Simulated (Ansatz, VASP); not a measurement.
# Cd2Hg3S5 in VASP and in Ansatz

```xyz
10
Lattice="0.0000 -4.2218 0.0000 4.2218 0.0000 0.0000 -2.1109 2.1109 14.8858" Properties=species:S:1:pos:R:3 pbc="T T T"
Cd    2.1109   -2.1109   11.9171
Cd    0.0000    0.0000    2.9687
Hg    2.1109   -2.1109    5.9384
Hg    0.0000    0.0000    8.9473
Hg    2.1109   -2.1109    0.0000
S     2.1109    0.0000   10.4540
S     0.0000   -2.1109   13.3795
S     0.0000   -2.1109    1.5063
S     2.1109    0.0000    4.4318
S     0.0000   -2.1109    7.4429
```

Alike in both runs: task single point; functional PBE; k mesh 6 × 6 × 6; occupations gaussian, width 0.2 eV; no spin polarisation.

|  | VASP | Ansatz |
| --- | --- | --- |
| version | VASP 6.6.1 | Ansatz 0.2.0 |
| potentials or method | VASP PAW PBE potentials, release 64 (Cd, Hg, S), cutoff 520 eV | scalar-relativistic, plane waves, PAW |
| valence electrons in the cell | 90 | 130 |

Ansatz gave:

| Item | Value |
| --- | --- |
| pressure (GPa) | 0.0 |

Problem. Which values does VASP return?

Solution. Pressure (GPa): 0.3.

VASP's potentials hold 90 valence electrons a cell and Ansatz's 130, so a difference there can come from the potentials and not from the codes.

Neither program's run includes spin-orbit coupling.
